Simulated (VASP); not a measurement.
A run of VASP 6.6.1:

File INCAR:

```
ALGO = Normal ; EDIFF = 1E-7
ENCUT = 520 ; GGA = PE
ISIF = 2 ; ISMEAR = 0
LASPH = T ; LCHARG = F
LREAL = F ; LWAVE = F
NBANDS = 13 ; NELM = 100
PREC = Accurate ; SIGMA = 0.028999999999999998
```

File KPOINTS:

```
k-points
0
Gamma
  11 11 10
```

The input POSCAR:

```
Ge
1.0
    1.3971490000     -2.6005160000      0.0000000000
    1.3971490000      2.6005160000      0.0000000000
    0.0000000000      0.0000000000      2.6982310000
Ge
1
Direct
    0.5000000000      0.5000000000      0.0000000000
```

Potentials or basis: VASP PAW PBE potentials, release 64 (Ge_d).

The run is started by

```console
$ cat potpaw_PBE.64/Ge_d/POTCAR > POTCAR
$ mpirun -np 1 vasp_std > vasp.out
```

Hardware: 1 thread of Intel Xeon 8259CL (shared host).

Question: Estimate the wall time of this run.

Answer: Run time: 56 s on 1 thread of Intel Xeon 8259CL (shared host), peak memory 0.17 GiB. Counts: scf iterations 12, k points 216.
